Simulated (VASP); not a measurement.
Si16C15 (a cell with a defect): relaxation of the atoms with PBE

The system is Si16C15 (a cell with a defect).

```
Si C
1.0
     3.09412   -5.35917    0.00000
    -6.18824    0.00000    0.00000
     0.00000    0.00000  -10.12934
Si C
16 15
Direct
  0.33695 0.17275 0.06524
  0.83295 0.16622 0.06237
  0.33549 0.66881 0.06236
  0.83297 0.66881 0.06233
  0.16728 0.33430 0.56247
  0.66660 0.33430 0.56250
  0.16728 0.83497 0.56247
  0.66699 0.83450 0.56224
  0.49404 0.48185 0.31348
  0.00047 0.50120 0.31110
  0.49298 0.01635 0.31325
  0.01301 0.00901 0.31208
  0.99985 0.00097 0.81237
  0.50084 0.00100 0.81235
  0.00044 0.50121 0.81262
  0.50085 0.50196 0.81232
  0.83455 0.16941 0.25008
  0.33213 0.66703 0.25002
  0.83452 0.66700 0.25005
  0.16697 0.33478 0.75047
  0.66754 0.33480 0.75049
  0.16696 0.83423 0.75049
  0.66716 0.83462 0.74895
  0.99893 0.00045 0.50179
  0.50104 0.00049 0.50177
  0.00035 0.50116 0.49961
  0.50104 0.50254 0.50174
  0.50167 0.00011 0.99782
  0.99817 0.00012 0.99786
  0.50172 0.50376 0.99777
  0.00044 0.50124 0.99950
```

This cell differs from its parent crystal: atoms taken out.

```
Program                : VASP 6.6.1
Task                   : relaxation of the atoms
Functional             : PBE
Potentials or basis    : VASP PAW PBE potentials, release 64 (Si, C)
Cutoff                 : 520 eV
k mesh                 : 2 × 2 × 2
Occupations            : gaussian, width 0.01 eV
Spin                   : no spin polarisation
Dipole correction      : no
Charge                 : -2
Further INCAR settings : LREAL = Auto; ALGO = Fast; EDIFF = 1e-06; IBRION = 2; EDIFFG = -0.025; NSW = 65; NELECT = 126.0
```

| Property | Result |
| --- | --- |
| Energy gained by relaxing | 2.7 meV/atom |
| Ionic steps | 12 |
| Largest force after relaxing | 0.017 eV/Å |

Forces on the atoms (eV/Å):
```
Si  -0.004 -0.003  0.000
Si   0.005  0.003  0.015
Si   0.003  0.002  0.006
Si  -0.001  0.005  0.014
Si  -0.001  0.001 -0.010
Si   0.002  0.003  0.000
Si  -0.001 -0.004 -0.006
Si  -0.001 -0.003 -0.003
Si  -0.005  0.005  0.000
Si   0.002 -0.003 -0.012
Si   0.013  0.002  0.001
Si   0.001 -0.014  0.009
Si  -0.001 -0.002 -0.004
Si  -0.001  0.001 -0.003
Si  -0.001  0.000 -0.005
Si  -0.001  0.002 -0.001
C   -0.002  0.000 -0.003
C   -0.003  0.001 -0.003
C   -0.001 -0.005  0.000
C   -0.003  0.001  0.003
C    0.000  0.001  0.003
C    0.001  0.000  0.006
C   -0.002 -0.001 -0.006
C   -0.001 -0.006  0.001
C    0.002 -0.001  0.004
C   -0.002  0.001 -0.009
C   -0.004  0.002  0.000
C   -0.001  0.005  0.001
C    0.002  0.000  0.000
C    0.005  0.008  0.002
C    0.000 -0.001  0.001
```

Step by step:
```tsv
step	energy change (eV)	largest force (eV/Å)	pressure (GPa)
1	0.0000	0.7171	10.30
2	-0.0573	0.4550	10.17
3	-0.0614	0.3766	10.18
4	-0.0777	0.1576	10.04
5	-0.0777	0.1562	10.04
6	-0.0821	0.0544	9.98
7	-0.0821	0.0537	9.98
8	-0.0829	0.0397	9.97
9	-0.0829	0.0410	9.97
10	-0.0832	0.0316	9.98
11	-0.0833	0.0283	9.98
12	-0.0835	0.0166	9.98
```

Final structure:
```
CELL_PARAMETERS angstrom
3.09412 -5.35917 0.00000
-6.18824 0.00000 0.00000
0.00000 0.00000 -10.12934
ATOMIC_POSITIONS crystal
Si 0.33428 0.16850 0.06712
Si 0.83264 0.16545 0.06294
Si 0.33716 0.66998 0.06289
Si 0.83266 0.66996 0.06291
Si 0.16673 0.33498 0.56128
Si 0.66780 0.33510 0.56135
Si 0.16664 0.83397 0.56133
Si 0.66679 0.83460 0.56271
Si 0.48713 0.47475 0.31395
Si 0.00057 0.50156 0.31076
Si 0.48697 0.01526 0.31398
Si 0.02592 0.01424 0.31423
Si 0.99907 0.00070 0.81202
Si 0.50130 0.00074 0.81199
Si 0.00056 0.50141 0.81258
Si 0.50134 0.50295 0.81200
C 0.83399 0.16871 0.25013
C 0.33339 0.66800 0.25010
C 0.83392 0.66776 0.25013
C 0.16688 0.33504 0.75000
C 0.66790 0.33512 0.75001
C 0.16683 0.83405 0.75004
C 0.66715 0.83471 0.74880
C 0.99770 0.00000 0.50317
C 0.50149 0.00026 0.50313
C 0.00043 0.50132 0.49917
C 0.50156 0.50368 0.50306
C 0.50233 0.00032 0.99620
C 0.99792 0.00034 0.99629
C 0.50236 0.50480 0.99618
C 0.00075 0.50169 0.99951
```

Levels at points of the mesh, in eV from the Fermi level:
```csv
k point,band 60,band 61,band 62,band 63,band 64,band 65,band 66,band 67
"(0.00, 0.00, 0.00)",-2.32,-2.32,-0.55,-0.08,-0.08,0.10,0.10,0.55
"(0.50, 0.00, 0.00)",-2.95,-2.58,-1.70,-0.62,0.56,1.49,1.53,1.55
"(0.00, 0.50, 0.00)",-2.94,-2.58,-1.69,-0.62,0.55,1.49,1.53,1.55
"(0.50, 0.50, 0.00)",-2.94,-2.58,-1.69,-0.62,0.55,1.49,1.53,1.55
"(0.00, 0.00, 0.50)",-2.38,-2.38,-1.13,0.21,0.21,0.42,0.42,0.76
"(0.50, 0.00, 0.50)",-3.02,-2.81,-1.47,-0.32,0.45,1.61,1.63,1.64
"(0.00, 0.50, 0.50)",-3.02,-2.80,-1.46,-0.32,0.44,1.61,1.63,1.64
"(0.50, 0.50, 0.50)",-3.02,-2.80,-1.46,-0.32,0.44,1.61,1.63,1.64
```

Wall time 9.6 min on 4 MPI ranks on Oxide Virtual Turin-like Processor, with other jobs on the host, peak memory 0.33 GiB a rank.

Caveat: the k points lie up to 0.59 Å⁻¹ apart; the cell carries a net charge on a neutralising background, which shifts energy and pressure; the cell differs from its parent crystal (atoms taken out); the cell is charged against a uniform background, so pressure and absolute levels hang on convention.
